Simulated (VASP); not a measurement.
# Hf2N (P4_2/mnm) in VASP: a series of runs, part 2 of 2

VASP 6.6.1. Earlier steps stand in the parts before.

### Step 3. Relaxation of shape and atoms at fixed volume, PBEsol

File INCAR:

```
SYSTEM = Hf2N
PREC     = Accurate       ! precision mode
ENCUT    = 600            ! plane-wave cutoff, eV
EDIFF    = 1E-6           ! SCF threshold, eV
ISMEAR   = 0              ! smearing method
SIGMA    = 0.05           ! smearing width, eV
LREAL    = .False.        ! projectors in reciprocal space
LASPH    = .True.         ! aspherical terms in the spheres
NELM     = 100            ! most SCF steps
ALGO     = Normal         ! electronic algorithm
ISIF     = 4              ! what is computed and relaxed
LWAVE    = .False.        ! write WAVECAR
LCHARG   = .False.        ! write CHGCAR
GGA      = PS             ! functional
IBRION   = 2              ! ionic algorithm
NSW      = 60             ! ionic steps
EDIFFG   = -0.02          ! ionic threshold
```

File KPOINTS:

```
Automatic mesh
0
Gamma
  4 4 8
  0 0 0
```

File POSCAR:

```
Hf2N
1.0
    5.3131235274      0.0000000000      0.0000000000
    0.0000000000      5.3131235274      0.0000000000
    0.0000000000      0.0000000000      3.2420980895
Hf N
4 2
Direct
    0.2955363700      0.2955363700      0.0000000000
    0.7044636300      0.7044636300      0.0000000000
    0.7955363700      0.2044636300      0.5000000000
    0.2044636300      0.7955363700      0.5000000000
    0.0000000000      0.0000000000      0.0000000000
    0.5000000000      0.5000000000      0.5000000000
```

Potentials or basis: VASP PAW PBE potentials, release 64 (Hf_pv, N).

Command:

```sh
> cat potpaw_PBE.64/Hf_pv/POTCAR potpaw_PBE.64/N/POTCAR > POTCAR
> mpirun -np 1 vasp_std > vasp.out
```

OUTCAR:

```text
SYSTEM = Hf2N
   PREC = Accurate
   ENCUT = 600
   EDIFF = 1E-6
   ISMEAR = 0
   LREAL = .False.
   LASPH = .True.
   NELM = 100
   ISIF = 4
   GGA = PS
   IBRION = 2
   NSW = 60
   EDIFFG = -0.02

 ion  position               nearest neighbor table
   1  0.296  0.296  0.000-   5 2.22   6 2.23   6 2.23   2 3.07   4 3.15   3 3.15   4 3.15   3 3.15
                             4 3.15   4 3.15   3 3.15   3 3.15   2 3.82   2 3.82
   2  0.704  0.704  0.000-   5 2.22   6 2.23   6 2.23   1 3.07   4 3.15   3 3.15   4 3.15   3 3.15
                             3 3.15   3 3.15   4 3.15   4 3.15   1 3.82   1 3.82
   3  0.796  0.204  0.500-   6 2.22   5 2.23   5 2.23   4 3.07   1 3.15   1 3.15   2 3.15   2 3.15
                             2 3.15   2 3.15   1 3.15   1 3.15   4 3.82   4 3.82
   4  0.204  0.796  0.500-   6 2.22   5 2.23   5 2.23   3 3.07   1 3.15   1 3.15   2 3.15   2 3.15
                             1 3.15   1 3.15   2 3.15   2 3.15   3 3.82   3 3.82
   5  0.000  0.000  0.000-   1 2.22   2 2.22   3 2.23   4 2.23   3 2.23   4 2.23
   6  0.500  0.500  0.500-   3 2.22   4 2.22   1 2.23   2 2.23   1 2.23   2 2.23

  LATTYP: Found a simple tetragonal cell.
 ALAT       =     5.3131235274
 C/A-ratio  =     0.6102056677

  Lattice vectors:

 A1 = (   5.3131235274,   0.0000000000,   0.0000000000)
 A2 = (   0.0000000000,   5.3131235274,   0.0000000000)
 A3 = (   0.0000000000,   0.0000000000,   3.2420980895)

Analysis of symmetry for initial positions (statically):
=====================================================================
 Subroutine PRICEL returns:
 Original cell was already a primitive cell.

 Routine SETGRP: Setting up the symmetry group for a
 simple tetragonal supercell.

 Subroutine GETGRP returns: Found 16 space group operations
 (whereof  8 operations were pure point group operations)
 out of a pool of 16 trial point group operations.

The static configuration has the point symmetry D_2h.
 The point group associated with its full space group is D_4h.

Analysis of symmetry for dynamics (positions and initial velocities):
=====================================================================
 Subroutine PRICEL returns:
 Original cell was already a primitive cell.

 Routine SETGRP: Setting up the symmetry group for a
 simple tetragonal supercell.

 Subroutine GETGRP returns: Found 16 space group operations
 (whereof  8 operations were pure point group operations)
 out of a pool of 16 trial point group operations.

The dynamic configuration has the point symmetry D_2h.
 The point group associated with its full space group is D_4h.

 Subroutine INISYM returns: Found 16 space group operations
 (whereof  8 operations are pure point group operations),
 and found     1 'primitive' translations

----------------------------------------------------------------------------------------

                                     Primitive cell

  volume of cell :      91.5221

  direct lattice vectors                    reciprocal lattice vectors
     5.313123527  0.000000000  0.000000000     0.188213204  0.000000000  0.000000000
     0.000000000  5.313123527  0.000000000     0.000000000  0.188213204  0.000000000
     0.000000000  0.000000000  3.242098089     0.000000000  0.000000000  0.308442241

  length of vectors
[... 71 lines left out ...]
 [... further k-points ...]
   k-points           NKPTS =     30   k-points in BZ     NKDIM =     30   number of bands    NBANDS=     30
   number of dos      NEDOS =    301   number of ions     NIONS =      6
   total plane-waves  NPLWV =  49392
   dimension x,y,z NGX =    42 NGY =   42 NGZ =   28
   dimension x,y,z NGXF=    84 NGYF=   84 NGZF=   56
   ions per type =               4   2
   NGX,Y,Z   is equivalent  to a cutoff of  13.14, 13.14, 14.36 a.u.
   NGXF,Y,Z  is equivalent  to a cutoff of  26.28, 26.28, 28.72 a.u.
 SYSTEM =  Hf2N
   PREC   = accura    normal or accurate (medium, high low for compatibility)
   ISTART =      0    job   : 0-new  1-cont  2-samecut
   ICHARG =      2    charge: 1-file 2-atom 10-const
   ISPIN  =      1    spin polarized calculation?
   LNONCOLLINEAR =      F non collinear calculations
   LSORBIT =      F    spin-orbit coupling
   LASPH  =      T    aspherical Exc in radial PAW
   ENCUT  =  600.0 eV  44.10 Ry    6.64 a.u.  10.61 10.61  6.48*2*pi/ulx,y,z
   NELM   =    100;   NELMIN=  2; NELMDL= -5     # of ELM steps
   EDIFF  = 0.1E-05   stopping-criterion for ELM
   LREAL  =      F    real-space projection
   EDIFFG = -.2E-01   stopping-criterion for IOM
   NSW    =     60    number of steps for IOM
   IBRION =      2    ionic relax: 0-MD 1-quasi-New 2-CG
   NFREE  =      1    steps in history (QN), initial steepest desc. (CG)
   ISIF   =      4    stress and relaxation
   ISYM   =      2    0-nonsym 1-usesym 2-fastsym
   POTIM  = 0.5000    time-step for ionic-motion
   TEBEG  =    0.0;   TEEND  =   0.0 temperature during run
   PSTRESS=    0.0 pullay stress
   NELECT =      50.0000    total number of electrons
   NUPDOWN=      -1.0000    fix difference up-down
   EMIN   =  10.00;   EMAX   =-10.00  energy-range for DOS
   EFERMI =   0.00;   METHOD = LEGACY
   ISMEAR =     0;   SIGMA  =   0.05  broadening in eV -4-tet -1-fermi 0-gaus
   EFERMI_NEDOS =   21; number of points for ismear=-14 and -15
   IALGO  =     38    algorithm
   IMIX   =      4    mixing-type and parameters
     AMIX     =   0.40;   BMIX     =  1.00
     AMIX_MAG =   1.60;   BMIX_MAG =  1.00
  volume/ion in A,a.u.               =      15.25       102.94
  Fermi-wavevector in a.u.,A,eV,Ry     =   1.338308  2.529036 24.368975  1.791069
  Thomas-Fermi vector in A             =   2.466789
   LORBIT       =      0    0 simple, 1 ext, 2 COOP (PROOUT), +10 PAW based schemes
   GGA     = PS    functional components
   LHFCALC =     F    Hartree Fock is set to
   AEXX    =    0.0000 exact exchange contribution
   IVDW    =     0    specifies the selected vdW correction
   LEPSILON=     F    determine dielectric tensor
   LRPA    =     F    only Hartree local field effects (RPA)
 conjugate gradient relaxation of ions
 non-spin polarized calculation
 Gauss-broadening in eV      SIGMA  =   0.05
  energy-cutoff  :      600.00
  volume of cell :       91.52
 maximum number of plane-waves:      3077
   NGX = 21   NGY = 21   NGZ = 13

--------------------------------------- Ionic step        1  -------------------------------------------

 number of electron      50.0000007 magnetization

 Free energy of the ion-electron system (eV)
  ---------------------------------------------------
  ext. energy  EPLUGINS =         0.00000000
  ---------------------------------------------------
  free energy    TOTEN  =       -67.46142776 eV

  energy without entropy =      -67.45654835  energy(sigma->0) =      -67.45898806

------------------------ aborting loop because EDIFF is reached ----------------------------------------

  FORCE on cell =-STRESS in cart. coord.  units (eV):
  Direction    XX          YY          ZZ          XY          YZ          ZX
  --------------------------------------------------------------------------------------
  -------------------------------------------------------------------------------------
  Total       -1.7394215     -1.7394215     -2.1541660      0.0000000      0.0000000      0.0000000
  in kB      -30.4501500    -30.4501500    -37.7106292      0.0000000      0.0000000      0.0000000
  external PRESSURE =     -32.8703097 kB  Pullay stress =       0.0000000 kB
[... 107 lines left out ...]
--------------------------------------- Ionic step        4  -------------------------------------------

 number of electron      50.0000009 magnetization

 Free energy of the ion-electron system (eV)
  ---------------------------------------------------
  ext. energy  EPLUGINS =         0.00000000
  ---------------------------------------------------
  free energy    TOTEN  =       -67.46302929 eV

  energy without entropy =      -67.45854041  energy(sigma->0) =      -67.46078485

 E-fermi :   5.7955     XC(G=0): -12.1039

 val. band max:        5.7886477897   @ k =   0.2500   0.2500   0.2500
 cond. band min:       5.8078235863   @ k =   0.5000   0.0000   0.2500
 fundamental gap:      0.0191757966
 Fermi energy:         5.7954961288

 k-point     1 :       0.0000    0.0000    0.0000
  band No.  band energies     occupation
      1     -25.3384      2.00000
      2     -24.8472      2.00000
      3     -24.7793      2.00000
      4     -24.7793      2.00000
      5     -24.5497      2.00000
      6     -24.4156      2.00000
[... 781 lines left out ...]
     29       8.8296      0.00000
     30       8.8296      0.00000

 [... further k-points ...]

------------------------ aborting loop because EDIFF is reached ----------------------------------------

  FORCE on cell =-STRESS in cart. coord.  units (eV):
  Direction    XX          YY          ZZ          XY          YZ          ZX
  --------------------------------------------------------------------------------------
  -------------------------------------------------------------------------------------
  Total       -1.8025297     -1.8025297     -1.8104577     -0.0000000      0.0000000      0.0000000
  in kB      -31.5549173    -31.5549173    -31.6937032     -0.0000000      0.0000000      0.0000000
  external PRESSURE =     -31.6011793 kB  Pullay stress =       0.0000000 kB
[... 21 lines left out ...]
  FREE ENERGIE OF THE ION-ELECTRON SYSTEM (eV)
  ---------------------------------------------------
  free  energy   TOTEN  =       -67.4630292855 eV

  energy  without entropy=      -67.4585404089  energy(sigma->0) =      -67.46078485

 reached required accuracy - stopping structural energy minimisation
```

It took 4.2 min on 1 thread of Intel Xeon 8259CL, shared host; peak memory 0.27 GiB.

What came out:

* Free energy: -67.4630 eV
* Energy gained by relaxing: 0.3 meV/atom
* Ionic steps: 4
* Pressure after relaxing: -3.2 GPa
* Largest force after relaxing: 0.006 eV/Å
* Band gap on the k mesh: zero (bands 25 and 26 overlap by 2.68 eV)

Forces in eV/Å, atoms in the order of the input:
```
Hf  -0.004 -0.004  0.000
Hf   0.004  0.004  0.000
Hf  -0.004  0.004  0.000
Hf   0.004 -0.004  0.000
N    0.000  0.000  0.000
N    0.000  0.000  0.000
```

The path:
| step | energy change (eV) | largest force (eV/Å) | pressure (GPa) | volume (Å³) |
| --- | --- | --- | --- | --- |
| 1 | 0.0000 | 0.0902 | -3.29 | 91.52 |
| 2 | -0.0014 | 0.0347 | -3.20 | 91.52 |
| 3 | -0.0015 | 0.0229 | -3.18 | 91.52 |
| 4 | -0.0016 | 0.0058 | -3.16 | 91.52 |

Final structure:
```yaml
crystal:
  lattice:
    - [5.31817, 0.00000, 0.00000]
    - [0.00000, 5.31817, 0.00000]
    - [0.00000, 0.00000, 3.23595]
  atoms:
    - { symbol: Hf, position: [0.29649, 0.29649, 0.00000] }
    - { symbol: Hf, position: [0.70351, 0.70351, 0.00000] }
    - { symbol: Hf, position: [0.79649, 0.20351, 0.50000] }
    - { symbol: Hf, position: [0.20351, 0.79649, 0.50000] }
    - { symbol: N, position: [0.00000, 0.00000, 0.00000] }
    - { symbol: N, position: [0.50000, 0.50000, 0.50000] }
```

Levels at points of the mesh, in eV from the Fermi level:
| k point | band 22 | band 23 | band 24 | band 25 | band 26 | band 27 | band 28 | band 29 |
| --- | --- | --- | --- | --- | --- | --- | --- | --- |
| (0.00, 0.00, 0.00) | -2.11 | -0.15 | 0.82 | 1.08 | 1.13 | 1.13 | 1.50 | 1.79 |
| (0.50, 0.00, 0.00) | -2.47 | -1.05 | -1.05 | 1.43 | 1.43 | 1.88 | 1.88 | 1.96 |
| (0.50, 0.50, 0.00) | -1.77 | -1.40 | -1.40 | 1.11 | 1.11 | 1.53 | 1.53 | 1.74 |
| (0.00, 0.00, 0.50) | -1.46 | -1.27 | -1.27 | -1.25 | -1.25 | 2.19 | 2.19 | 3.73 |
| (0.50, 0.00, 0.50) | -1.95 | -1.16 | -1.16 | -0.94 | -0.94 | 1.78 | 1.78 | 3.83 |
| (0.50, 0.50, 0.50) | -1.66 | -0.84 | -0.84 | -0.57 | -0.57 | 1.24 | 1.24 | 2.84 |

Caveat: the PAW data sets were made with another functional, which shifts forces and pressure a little; spin-orbit coupling is left out, which moves the levels of the heavy elements.
